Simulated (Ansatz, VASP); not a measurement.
One calculation of SnH, two programs

```xyz
2
Lattice="3.1315 0.0000 0.0000 0.0000 3.1315 0.0000 0.0000 0.0000 3.1319" Properties=species:S:1:pos:R:3 pbc="T T T"
Sn    1.5657    1.5657    1.5660
H     0.0000    0.0000    0.0000
```

Change from the starting cell: species swapped into the VIr type (P4/mmm, No. 123).

Alike in both runs: functional PBE; k mesh 18 × 18 × 18; occupations gaussian, width 0.1 eV; no spin polarisation.

Ansatz relaxed the structure, and its values are those at the end. VASP's run is a single point on that final structure, the one shown.

```csv
,VASP,Ansatz
version,VASP 6.6.1,Ansatz 0.2.0
potentials or method,"VASP PAW PBE potentials, release 64 (Sn_d, H), cutoff 520 eV","scalar-relativistic, plane waves, PAW"
valence electrons in the cell,15,15
```

```csv
,VASP,Ansatz,Ansatz less VASP
gap on the k mesh at the Fermi level (eV),none,none,-
pressure (GPa),-0.1,0.0,+0.08
```

A gap of «none» marks a metal or a gap that the smearing closes.
